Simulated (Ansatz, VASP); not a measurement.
AlB2P3 in VASP and in Ansatz

```
Al B P
1.0
    -1.75131    1.75131    7.43017
     1.75131   -1.75131    7.43017
     1.75131    1.75131   -7.43017
Al B P
1 2 3
Direct
  0.50000 0.50000 0.00000
  0.83333 0.83333 0.00000
  0.16667 0.16667 0.00000
  0.41667 0.91667 0.50000
  0.08333 0.58333 0.50000
  0.75000 0.25000 0.50000
```

Alike in both runs: task relaxation of cell and atoms; functional PBE; k mesh 8 × 8 × 8; occupations gaussian, width 0.1 eV; no spin polarisation.

|  | VASP | Ansatz |
| --- | --- | --- |
| version | VASP 6.6.1 | Ansatz 0.2.0 |
| potentials or method | VASP PAW PBE potentials, release 64 (Al, B, P), cutoff 600 eV | scalar-relativistic, plane waves, PAW |
| valence electrons in the cell | 24 | 24 |

|  | VASP | Ansatz | Ansatz less VASP |
| --- | --- | --- | --- |
| gap on the k mesh at the Fermi level, each at its own relaxed structure (eV) | 0.61 | 0.62 | +0.013 |
| relaxed volume (Å³/atom) | 14.47 | 14.49 | +0.015 |
| relaxed length of the cell vector where the two differ most in proportion (Å) | 7.905 | 7.913 | +0.0079 |
